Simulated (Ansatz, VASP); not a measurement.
## One calculation of Bi2Te2O3, two programs

```xyz
7
Lattice="4.1154 0.0000 0.0000 -2.0577 3.5640 0.0000 0.0000 0.0000 10.5335" Properties=species:S:1:pos:R:3 pbc="T T T"
Bi    0.0000    2.3760    3.5599
Bi    0.0000    2.3760    6.9736
Te    2.0577    1.1880    8.9374
Te    2.0577    1.1880    1.5961
O    -1.0368    2.9746    0.0000
O     0.0000    1.1788    0.0000
O     1.0368    2.9746    0.0000
```

Alike in both runs: task relaxation of cell and atoms; functional PBE; k mesh 3 × 3 × 1; occupations gaussian, width 0.15 eV; no spin polarisation.

```csv
,VASP,Ansatz
version,VASP 6.6.1,Ansatz 0.2.0
potentials or method,"VASP PAW PBE potentials, release 64 (Bi_d, Te, O), cutoff 600 eV","scalar-relativistic, plane waves, PAW"
valence electrons in the cell,60,80
```

```tsv
	VASP	Ansatz	Ansatz less VASP
gap on the k mesh at the Fermi level, each at its own relaxed structure (eV)	none	none	-
relaxed volume (Å³/atom)	23.34	23.31	-0.036
relaxed length of the cell vector where the two differ most in proportion (Å)	8.824	8.798	-0.0261
```

A gap of «none» marks a metal or a gap that the smearing closes. VASP's potentials hold 60 valence electrons a cell and Ansatz's 80, so a difference there can come from the potentials and not from the codes.

The k mesh is coarse, so the values compare programs but aren't converged. Neither program's run includes spin-orbit coupling.
